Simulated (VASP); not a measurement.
Input of a VASP 6.6.1 run:

The input INCAR:

```
PREC = Accurate
ENCUT = 500
EDIFF = 1E-6
ISMEAR = -1
SIGMA = 0.1
LREAL = False
LASPH = True
NELM = 120
ALGO = Normal
ISIF = 2
LWAVE = False
LCHARG = True
GGA = PE
LELF = True
LVHAR = True
NBANDS = 20
GGA_COMPAT = False
```

KPOINTS

```
regular mesh
0
Gamma
  15 15 7
```

Contents of POSCAR:

```
Nb
1.0
   -1.9644835166      1.9647084387      1.4167992888
    1.9647084387     -1.9644835166      1.4167992888
    3.5853100310      3.5853100310     -1.4163873435
Nb
2
Direct
    0.0000880706      0.9999119294      1.0000000000
    0.7499119294      0.2500880706      0.5000000000
```

Potentials or basis: VASP PAW PBE potentials, release 64 (Nb_sv).

Launch:

```console
$ cat potpaw_PBE.64/Nb_sv/POTCAR > POTCAR
$ mpirun -np 1 vasp_std > vasp.out
```

**Question.** Predict the pressure.

**Answer.** -11.3 GPa.

**Question.** What does it give for the band gap on the k mesh?

**Answer.** Zero (bands 13 and 14 overlap by 2.26 eV).

Forces on the atoms (eV/Å):
```
Nb   0.005 -0.005  0.000
Nb  -0.005  0.005  0.000
```

Caveat: the cell stands under tension.
